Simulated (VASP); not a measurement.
Input of a VASP 6.6.1 run:

File POSCAR:

```
CaO
1.0
    2.9029088165      0.0000000000      0.0000000000
    0.0000000000      2.9029088165      0.0000000000
    0.0000000000      0.0000000000      2.9029088165
Ca O
1 1
Direct
    0.0000000000      0.0068896411      0.0000000000
    0.5000000000      0.5000000000      0.5000000000
```

The input INCAR.step1:

```
  ALGO = Normal
  EDIFF = 1E-4
  ENCUT = 520
  GGA = PE
  ISMEAR = 0
  LASPH = True
  LCHARG = False
  LREAL = False
  LWAVE = True
  NBANDS = 15
  NELM = 80
  PREC = Accurate
  SIGMA = 0.05
```

INCAR.step2

```
  ALGO = Normal
  EDIFF = 1E-6
  ENCUT = 520
  ISIF = 2
  ISMEAR = 0
  ISTART = 1
  LASPH = True
  LCHARG = False
  LMIXTAU = True
  LREAL = False
  LWAVE = False
  METAGGA = R2SCAN
  NBANDS = 15
  NELM = 80
  PREC = Accurate
  SIGMA = 0.05
```

Contents of KPOINTS:

```
k-points
0
Gamma
  8 8 8
```

Potentials or basis: VASP PAW PBE potentials, release 64 (Ca_sv, O).

Launch:

```bash
$ cat potpaw_PBE.64/Ca_sv/POTCAR potpaw_PBE.64/O/POTCAR > POTCAR
$ cp INCAR.step1 INCAR
$ mpirun -np 1 vasp_std > vasp.out
$ cp INCAR.step2 INCAR
$ mpirun -np 1 vasp_std > vasp.out
```

Problem. Estimate the band gap on the k mesh.

Solution. 3.28 eV, indirect (least direct gap 3.58 eV).

Problem. What does it give for the pressure?

Solution. 1.1 GPa.

Forces in eV/Å, atoms in the order of the input:
```
Ca   0.000 -0.025  0.000
O    0.000  0.025  0.000
```

Caveat: the cell differs from its parent crystal (atom 1 (Ca) moved 0.02 Å along y); the PAW data sets were made with another functional, which shifts forces and pressure a little. A k mesh can miss the band edges.
